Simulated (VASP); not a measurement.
# Pd (Fm-3m) in VASP: further runs

Runs on Pd. Level: LDA. Tasks: single point.

Everything below comes from runs of VASP 6.6.1. Logs are shortened: lines on timing, memory, paths and dates and some standing lists are left out, and cuts for length are marked.

### 1 The cell of the first run

It takes space group Fm-3m (No. 225, cubic). Conventional cell: a = 3.814 Å, b = 3.814 Å, c = 3.814 Å, α = 90.00°, β = 90.00°, γ = 90.00°. Pd (site symmetry m-3m) has 12 Pd at 2.70 Å within 3.6 Å.

### 2 Single point, LDA, non-collinear spin, zero start, spin-orbit coupling

INCAR reads:

```
PREC     = Accurate       # precision mode
ENCUT    = 520            # plane-wave cutoff, eV
EDIFF    = 1E-6           # SCF threshold, eV
ISMEAR   = -1             # smearing method
SIGMA    = 0.05           # smearing width, eV
LREAL    = F              # projectors in reciprocal space
LASPH    = T              # aspherical terms in the spheres
NELM     = 150            # most SCF steps
ALGO     = Fast           # electronic algorithm
ISIF     = 2              # what is computed and relaxed
LWAVE    = F              # write WAVECAR
LCHARG   = F              # write CHGCAR
MAGMOM   = 0 0 0          # initial moments
LORBIT   = 11             # projections on sites
LSORBIT  = T              # spin-orbit coupling
GGA_COMPAT= F            
LORBMOM  = T            
LMAXMIX  = 4              # l up to which the mixer works
NBANDS   = 21             # bands
```

KPOINTS reads:

```
Automatic mesh
0
Gamma
  12 12 12
```

POSCAR reads:

```
Pd
1.0
    0.0000000000      1.9067643606      1.9067643606
    1.9067643606      0.0000000000      1.9067643606
    1.9067643606      1.9067643606      0.0000000000
Pd
1
Direct
    0.0000000000      0.0000000000      0.0000000000
```

Potentials or basis: VASP PAW LDA potentials, release 64 (Pd).

The run is started by

```sh
$ cat potpaw_LDA.64/Pd/POTCAR > POTCAR
$ mpirun -np 1 vasp_ncl > vasp.out
```

OUTCAR:

```text
PREC = Accurate
   ENCUT = 520
   EDIFF = 1E-6
   ISMEAR = -1
   LREAL = F
   LASPH = T
   NELM = 150
   ISIF = 2
   LORBIT = 11
   LSORBIT = T

 ion  position               nearest neighbor table
   1  0.000  0.000  0.000-

  LATTYP: Found a face centered cubic cell.
 ALAT       =     3.8135287212

  Lattice vectors:

 A1 = (   0.0000000000,   1.9067643606,   1.9067643606)
 A2 = (   1.9067643606,   0.0000000000,   1.9067643606)
 A3 = (   1.9067643606,   1.9067643606,   0.0000000000)

Analysis of symmetry for initial positions (statically):
[... 25 lines left out ...]
The dynamic configuration has the point symmetry O_h .

Analysis of structural, dynamic, and magnetic symmetry:
=====================================================================
 Subroutine PRICEL returns:
[... 7 lines left out ...]
 out of a pool of 48 trial point group operations.

The overall configuration has the point symmetry O_h .

 Subroutine INISYM returns: Found 48 space group operations
[... 5 lines left out ...]
                                     Primitive cell

  volume of cell :      13.8650

  direct lattice vectors                    reciprocal lattice vectors
     0.000000000  1.906764361  1.906764361    -0.262224326  0.262224326  0.262224326
     1.906764361  0.000000000  1.906764361     0.262224326 -0.262224326  0.262224326
     1.906764361  1.906764361  0.000000000     0.262224326  0.262224326 -0.262224326

  length of vectors
     2.696572019  2.696572019  2.696572019     0.454185856  0.454185856  0.454185856

  position of ions in fractional coordinates (direct lattice)
     0.000000000  0.000000000  0.000000000

  ion indices of the primitive-cell ions
   primitive index   ion index
                 1           1

----------------------------------------------------------------------------------------

 KPOINTS: Automatic mesh

Automatic generation of k-mesh.
 Grid dimensions read from file:
 generate k-points for:   12   12   12

 Generating k-lattice:

  Cartesian coordinates                     Fractional coordinates (reciprocal lattice)
    -0.021852027  0.021852027  0.021852027     0.083333333  0.000000000  0.000000000
     0.021852027 -0.021852027  0.021852027     0.000000000  0.083333333  0.000000000
     0.021852027  0.021852027 -0.021852027     0.000000000  0.000000000  0.083333333

  Length of vectors
     0.037848821  0.037848821  0.037848821

  Shift w.r.t. Gamma in fractional coordinates (k-lattice)
     0.000000000  0.000000000  0.000000000

 Subroutine IBZKPT returns following result:
 ===========================================

 Found     72 irreducible k-points:

 Following reciprocal coordinates:
            Coordinates               Weight
  0.000000  0.000000  0.000000      1.000000
  0.083333  0.000000  0.000000      8.000000
  0.166667  0.000000  0.000000      8.000000
  0.250000  0.000000  0.000000      8.000000
  0.333333  0.000000  0.000000      8.000000
  0.416667  0.000000  0.000000      8.000000
[... 16 lines left out ...]
  0.500000  0.166667  0.000000     24.000000
 -0.416667  0.166667  0.000000     24.000000
 [... further k-points ...]
   k-points           NKPTS =     72   k-points in BZ     NKDIM =     72   number of bands    NBANDS=     21
   number of dos      NEDOS =    301   number of ions     NIONS =      1
   total plane-waves  NPLWV =   8000
   dimension x,y,z NGX =    20 NGY =   20 NGZ =   20
   dimension x,y,z NGXF=    40 NGYF=   40 NGZF=   40
   ions per type =               1
   NGX,Y,Z   is equivalent  to a cutoff of  12.33, 12.33, 12.33 a.u.
   NGXF,Y,Z  is equivalent  to a cutoff of  24.66, 24.66, 24.66 a.u.
 SYSTEM =  unknown system
   PREC   = accura    normal or accurate (medium, high low for compatibility)
   ISTART =      0    job   : 0-new  1-cont  2-samecut
   ICHARG =      2    charge: 1-file 2-atom 10-const
   ISPIN  =      1    spin polarized calculation?
   LNONCOLLINEAR =      T non collinear calculations
   LSORBIT =      T    spin-orbit coupling
   LASPH  =      T    aspherical Exc in radial PAW
   ENCUT  =  520.0 eV  38.22 Ry    6.18 a.u.   5.01  5.01  5.01*2*pi/ulx,y,z
   NELM   =    150;   NELMIN=  2; NELMDL= -5     # of ELM steps
   EDIFF  = 0.1E-05   stopping-criterion for ELM
   LREAL  =      F    real-space projection
   EDIFFG = 0.1E-04   stopping-criterion for IOM
   NSW    =      0    number of steps for IOM
   IBRION =     -1    ionic relax: 0-MD 1-quasi-New 2-CG
   NFREE  =      0    steps in history (QN), initial steepest desc. (CG)
   ISIF   =      2    stress and relaxation
   ISYM   =      2    0-nonsym 1-usesym 2-fastsym
   POTIM  = 0.5000    time-step for ionic-motion
   TEBEG  =    0.0;   TEEND  =   0.0 temperature during run
   PSTRESS=    0.0 pullay stress
   NELECT =      10.0000    total number of electrons
   NUPDOWN=      -1.0000    fix difference up-down
   EMIN   =  10.00;   EMAX   =-10.00  energy-range for DOS
   EFERMI =   0.00;   METHOD = LEGACY
   ISMEAR =    -1;   SIGMA  =   0.05  broadening in eV -4-tet -1-fermi 0-gaus
   EFERMI_NEDOS =   21; number of points for ismear=-14 and -15
   IALGO  =     68    algorithm
   IMIX   =      4    mixing-type and parameters
     AMIX     =   0.40;   BMIX     =  1.00
     AMIX_MAG =   1.60;   BMIX_MAG =  1.00
  volume/ion in A,a.u.               =      13.87        93.57
  Fermi-wavevector in a.u.,A,eV,Ry     =   1.468141  2.774384 29.326520  2.155438
  Thomas-Fermi vector in A             =   2.583674
   LORBIT       =     11    0 simple, 1 ext, 2 COOP (PROOUT), +10 PAW based schemes
   GGA     = CA    functional components
   LHFCALC =     F    Hartree Fock is set to
   AEXX    =    0.0000 exact exchange contribution
   IVDW    =     0    specifies the selected vdW correction
   LEPSILON=     F    determine dielectric tensor
   LRPA    =     F    only Hartree local field effects (RPA)
 RMM-DIIS sequential band-by-band and
  energy-cutoff  :      520.00
  volume of cell :       13.87
 maximum number of plane-waves:       776
   NGX =  9   NGY =  9   NGZ =  9

 number of electron      10.0000000 magnetization       0.0000000      0.0000000      0.0000000

 number of electron      10.0000004 magnetization       0.0000000      0.0000000     -0.0000000

 number of electron      10.0000004 magnetization      -0.0000000     -0.0000000      0.0000000

 Free energy of the ion-electron system (eV)
  ---------------------------------------------------
  ext. energy  EPLUGINS =         0.00000000
  ---------------------------------------------------
  free energy    TOTEN  =        -6.54838543 eV

  energy without entropy =       -6.53123529  energy(sigma->0) =       -6.53981036

 E-fermi :  10.6727     XC(G=0): -13.9013

 val. band max:       10.6664736360   @ k =  -0.4167   0.3333   0.0833
 cond. band min:      10.6765287998   @ k =  -0.3333   0.4167   0.0833
 fundamental gap:      0.0100551638
 Fermi energy:        10.6726534105

 k-point     1 :       0.0000    0.0000    0.0000
  band No.  band energies     occupation
      1       2.9629      1.00000
      2       2.9629      1.00000
      3       7.3850      1.00000
      4       7.3850      1.00000
      5       7.3850      1.00000
      6       7.3850      1.00000
[... 13 lines left out ...]
     20      32.9753      0.00000
     21      38.3382      0.00000

 k-point     2 :       0.0833    0.0000    0.0000
  band No.  band energies     occupation
      1       3.2272      1.00000
      2       3.2272      1.00000
      3       7.3394      1.00000
      4       7.3394      1.00000
      5       7.4626      1.00000
      6       7.4626      1.00000
[... 13 lines left out ...]
     20      33.3077      0.00000
     21      36.3514      0.00000
[... 487 lines left out ...]
      5       8.0714      1.00000
      6       8.0714      1.00000
[... 13 lines left out ...]
     20      30.5599      0.00000
     21      36.2327      0.00000

 k-point    24 :      -0.4167    0.1667    0.0000
  band No.  band energies     occupation
      1       5.4736      1.00000
      2       5.4736      1.00000
      3       6.9508      1.00000
      4       6.9508      1.00000
      5       8.0478      1.00000
      6       8.0478      1.00000
[... 13 lines left out ...]
     20      31.1498      0.00000
     21      38.7424      0.00000

 [... further k-points ...]
[... 5 lines left out ...]
  --------------------------------------------------------------------------------------
  -------------------------------------------------------------------------------------
  Total        0.4299215      0.4299215      0.4299215      0.0000000      0.0000000      0.0000000
  in kB       49.6796713     49.6796713     49.6796713      0.0000000      0.0000000      0.0000000
  external PRESSURE =      49.6796713 kB  Pullay stress =       0.0000000 kB

 VOLUME and BASIS-vectors are now :
 -----------------------------------------------------------------------------
  energy-cutoff  :      520.00
  volume of cell :       13.87
      direct lattice vectors                 reciprocal lattice vectors
     0.000000000  1.906764361  1.906764361    -0.262224326  0.262224326  0.262224326
     1.906764361  0.000000000  1.906764361     0.262224326 -0.262224326  0.262224326
     1.906764361  1.906764361  0.000000000     0.262224326  0.262224326 -0.262224326

 POSITION                                       TOTAL-FORCE (eV/Angst)
 -----------------------------------------------------------------------------------
      0.00000      0.00000      0.00000         0.000000      0.000000      0.000000
 -----------------------------------------------------------------------------------
    total drift:                                0.000000      0.000000      0.000000

  FREE ENERGIE OF THE ION-ELECTRON SYSTEM (eV)
  ---------------------------------------------------
  free  energy   TOTEN  =        -6.5483854256 eV

  energy  without entropy=       -6.5312352889  energy(sigma->0) =       -6.53981036

 orbital moment (x)

 # of ion     p       d       tot
 ----------------------------------------
  1        -0.000   0.000   0.000
 ----------------------------------------
           -0.000   0.000   0.000

 orbital moment (y)

 # of ion     p       d       tot
 ----------------------------------------
  1         0.000  -0.000  -0.000
 ----------------------------------------
            0.000  -0.000  -0.000

 orbital moment (z)

 # of ion     p       d       tot
 ----------------------------------------
  1         0.000  -0.000  -0.000
 ----------------------------------------
            0.000  -0.000  -0.000

 Spin-Orbit-Coupling matrix elements

 Ion:    1  E_soc:     -0.0855060
 l=   1
     0.0000000    -0.0028943    -0.0028943
    -0.0028943     0.0000000    -0.0028943
    -0.0028943    -0.0028943     0.0000000
 l=   2
     0.0000000    -0.0022748     0.0000000    -0.0022748    -0.0090818
    -0.0022748     0.0000000    -0.0068114    -0.0022748    -0.0022705
     0.0000000    -0.0068114     0.0000000    -0.0068114     0.0000000
    -0.0022748    -0.0022748    -0.0068114     0.0000000    -0.0022705
    -0.0090818    -0.0022705     0.0000000    -0.0022705     0.0000000
 l=   3
     0.0000000     0.0000000     0.0000000     0.0000000     0.0000000     0.0000000     0.0000000
     0.0000000     0.0000000     0.0000000     0.0000000     0.0000000     0.0000000     0.0000000
     0.0000000     0.0000000     0.0000000     0.0000000     0.0000000     0.0000000     0.0000000
     0.0000000     0.0000000     0.0000000     0.0000000     0.0000000     0.0000000     0.0000000
     0.0000000     0.0000000     0.0000000     0.0000000     0.0000000     0.0000000     0.0000000
     0.0000000     0.0000000     0.0000000     0.0000000     0.0000000     0.0000000     0.0000000
     0.0000000     0.0000000     0.0000000     0.0000000     0.0000000     0.0000000     0.0000000

 total charge

# of ion       s       p       d       tot
------------------------------------------
    1        0.527   0.558   8.493   9.579

 magnetization (x)

# of ion       s       p       d       tot
------------------------------------------
    1        0.000   0.000   0.000   0.000

 magnetization (y)

# of ion       s       p       d       tot
------------------------------------------
    1        0.000   0.000   0.000   0.000

 magnetization (z)

# of ion       s       p       d       tot
------------------------------------------
    1       -0.000  -0.000   0.000  -0.000
```

It took 100 s on 1 thread of Intel Xeon Platinum 8259CL at 2.50GHz (Skylake/Cascade Lake), shared host; peak memory 0.16 GiB.

Results:

```
Free energy                                           : -6.5484 eV
Pressure                                              : 5.0 GPa
Net moment                                            : 0.00 μB per cell
Valence electrons inside the program's atomic spheres : Pd 9.58
```

Moments on the atoms (μB; x, y, z):
```
Pd  0.00 0.00 0.00
```

### 3 Single point, LDA, non-collinear spin, zero start, spin-orbit coupling

This run uses another cell than the first one, of 14.16 Å³/atom, 1.021 times its volume.

INCAR reads:

```
SYSTEM = Pd
ALGO     = Normal         ! electronic algorithm
EDIFF    = 1E-6           ! SCF threshold, eV
ENCUT    = 520            ! plane-wave cutoff, eV
GGA      = CA             ! functional
GGA_COMPAT= .FALSE.      
ISIF     = 2              ! what is computed and relaxed
ISMEAR   = -1             ! smearing method
LASPH    = .TRUE.         ! aspherical terms in the spheres
LCHARG   = .FALSE.        ! write CHGCAR
LMAXMIX  = 4              ! l up to which the mixer works
LORBIT   = 11             ! projections on sites
LORBMOM  = .TRUE.       
LREAL    = .FALSE.        ! projectors in reciprocal space
LSORBIT  = .TRUE.         ! spin-orbit coupling
LWAVE    = .FALSE.        ! write WAVECAR
MAGMOM   = 0 0 0          ! initial moments
NBANDS   = 21             ! bands
NELM     = 150            ! most SCF steps
PREC     = Accurate       ! precision mode
SIGMA    = 0.05           ! smearing width, eV
```

KPOINTS reads:

```
k-points
0
G
  12 12 12
  0 0 0
```

POSCAR reads:

```
Pd
1.0
    0.0000000000      1.9201927211      1.9201927211
    1.9201927211      0.0000000000      1.9201927211
    1.9201927211      1.9201927211      0.0000000000
Pd
1
Direct
    0.0000000000      0.0000000000      0.0000000000
```

Potentials or basis: VASP PAW LDA potentials, release 64 (Pd).

The run is started by

```sh
$ cat potpaw_LDA.64/Pd/POTCAR > POTCAR
$ mpirun -np 1 vasp_ncl > vasp.out
```

Wall time 60 s (1 thread of Intel Xeon Platinum 8259CL at 2.50GHz (Skylake/Cascade Lake), shared host); peak memory 0.16 GiB.

It converged, with:

```yaml
Free_energy: -6.5530 eV
Pressure: -0.1 GPa
Net_moment: 0.00 μB per cell
Valence_electrons_inside_the_program's_atomic_spheres: Pd 9.53
```

Moments on the atoms (μB; x, y, z):
```
Pd  0.00 0.00 0.00
```

### 4 Single point, LDA, non-collinear spin, zero start, spin-orbit coupling

This run uses another cell than the first one, of 14.46 Å³/atom, 1.043 times its volume.

INCAR reads:

```
  ALGO = Normal
  EDIFF = 1E-6
  ENCUT = 520
  GGA = CA
  GGA_COMPAT = F
  ISIF = 2
  ISMEAR = -1
  LASPH = T
  LCHARG = T
  LMAXMIX = 4
  LORBIT = 11
  LORBMOM = T
  LREAL = F
  LSORBIT = T
  LVHAR = T
  LWAVE = F
  MAGMOM = 0 0 0
  NBANDS = 21
  NELM = 150
  PREC = Accurate
  SIGMA = 0.05
```

KPOINTS reads:

```
k-points
0
Gamma
  12 12 12
```

POSCAR reads:

```
Pd
1.0
    0.0000000000      1.9334358480      1.9334358480
    1.9334358480      0.0000000000      1.9334358480
    1.9334358480      1.9334358480      0.0000000000
Pd
1
Direct
    0.0000000000      0.0000000000      0.0000000000
```

The run is started by

```sh
$ cat potpaw_LDA.64/Pd/POTCAR > POTCAR
$ mpirun -np 1 vasp_ncl > vasp.out
```

Run time: 62 s. Hardware: 1 thread of Intel Xeon Platinum 8259CL at 2.50GHz (Skylake/Cascade Lake), shared host; peak memory 0.16 GiB.

It converged, with:

| Item | Value |
| --- | --- |
| Free energy | -6.5489 eV |
| Pressure | -4.5 GPa |
| Net moment | 0.00 μB per cell |
| Valence electrons inside the program's atomic spheres | Pd 9.48 |

Moments on the atoms (μB; x, y, z):
```
Pd  0.00 0.00 0.00
```

### 5 Single point, LDA, non-collinear spin, zero start, spin-orbit coupling

This run uses another cell than the first one, of 14.75 Å³/atom, 1.064 times its volume.

INCAR reads:

```
SYSTEM = Pd
PREC     = Accurate       ! precision mode
ENCUT    = 520            ! plane-wave cutoff, eV
EDIFF    = 1E-6           ! SCF threshold, eV
ISMEAR   = -1             ! smearing method
SIGMA    = 0.05           ! smearing width, eV
LREAL    = .FALSE.        ! projectors in reciprocal space
LASPH    = .TRUE.         ! aspherical terms in the spheres
NELM     = 150            ! most SCF steps
ALGO     = Normal         ! electronic algorithm
ISIF     = 2              ! what is computed and relaxed
LWAVE    = .FALSE.        ! write WAVECAR
LCHARG   = .FALSE.        ! write CHGCAR
LNONCOLLINEAR= .TRUE.         ! non-collinear magnetism
MAGMOM   = 0 0 0          ! initial moments
LORBIT   = 11             ! projections on sites
LSORBIT  = .TRUE.         ! spin-orbit coupling
GGA_COMPAT= .FALSE.      
LORBMOM  = .TRUE.       
LMAXMIX  = 4              ! l up to which the mixer works
GGA      = CA             ! functional
NBANDS   = 21             ! bands
```

KPOINTS reads:

```
regular mesh
0
G
  12 12 12
  0 0 0
```

POSCAR reads:

```
Pd
1.0
    0.0000000000      1.9465000000      1.9465000000
    1.9465000000      0.0000000000      1.9465000000
    1.9465000000      1.9465000000      0.0000000000
Pd
1
Direct
    0.0000000000      0.0000000000      0.0000000000
```

The run is started by

```sh
$ cat potpaw_LDA.64/Pd/POTCAR > POTCAR
$ mpirun -np 1 vasp_ncl > vasp.out
```

It took 59 s on 1 thread of Intel Xeon Platinum 8259CL at 2.50GHz (Skylake/Cascade Lake), shared host; peak memory 0.16 GiB.

Results (log left out):

```
Free energy                                           : -6.5373 eV
Pressure                                              : -8.3 GPa
Net moment                                            : 0.00 μB per cell
Valence electrons inside the program's atomic spheres : Pd 9.44
```

Moments on the atoms (μB; x, y, z):
```
Pd  0.00 0.00 0.00
```

(Part 1 of 2 ends here.)
